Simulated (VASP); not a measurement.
**ScSi2: electric field gradients with PBEsol**

ScSi2:

```
CELL_PARAMETERS angstrom
3.69660 0.00000 0.00000
-1.84830 3.20135 0.00000
0.00000 0.00000 3.87000
ATOMIC_POSITIONS crystal
Sc 0.00000 0.00000 0.00000
Si 0.33333 0.66667 0.50000
Si 0.66667 0.33333 0.50000
```

This cell differs from its parent crystal: equal xx and yy strain of +1 %.

```yaml
Program: VASP 6.6.1
Task: electric field gradients
Functional: PBEsol
Potentials_or_basis: VASP PAW PBE potentials, release 64 (Sc_sv, Si)
Cutoff: 520 eV
k_mesh: 13 × 13 × 11
Occupations: fermi-dirac, width 0.05 eV
Spin: no spin polarisation
Dipole_correction: no
Further_INCAR_settings: ALGO = Normal; EDIFF = 1e-08; NBANDS = 16
```

| Property | Result |
| --- | --- |
| Pressure | 17.7 GPa |
| Band gap on the k mesh | zero (an odd number of electrons rules out a gap without spin polarisation) |
| Largest electric field gradient by atom | Sc -5.9; Si +14.2 V/Å² |

Stress tensor (GPa, compression positive):
```
28.39  0.00  0.00
 0.00 28.39  0.00
 0.00  0.00 -3.64
```

Levels at points of the mesh, in eV from the Fermi level:
```
           k point  band 6  band 7  band 8  band 9  band 10  band 11  band 12  band 13
(0.00, 0.00, 0.00)   -3.42   -3.42   -3.40   -2.01     0.98     1.08     1.08     1.63
```

Electric field gradients, principal values (V/Å²):
| atom | least | middle | greatest (by size) |
| --- | --- | --- | --- |
| 1 Sc | 2.949 | 2.952 | -5.901 |
| 2 Si | -7.111 | -7.112 | 14.223 |
| 3 Si | -7.111 | -7.112 | 14.223 |

Run time: 2.9 min on 1 thread of Intel Xeon 8259CL (shared host), peak memory 0.23 GiB.

Caveat: the cell differs from its parent crystal (equal xx and yy strain of +1 %); the stress differs along the axes, from -4 to 28 GPa; without QUAD_EFG the Cq values of the log hold for a quadrupole moment of 1 mb, not for the nuclei; the PAW data sets were made with another functional, which shifts forces and pressure a little; an odd number of electrons without spin polarisation forces a metal; a magnetic or distorted state may lie lower.
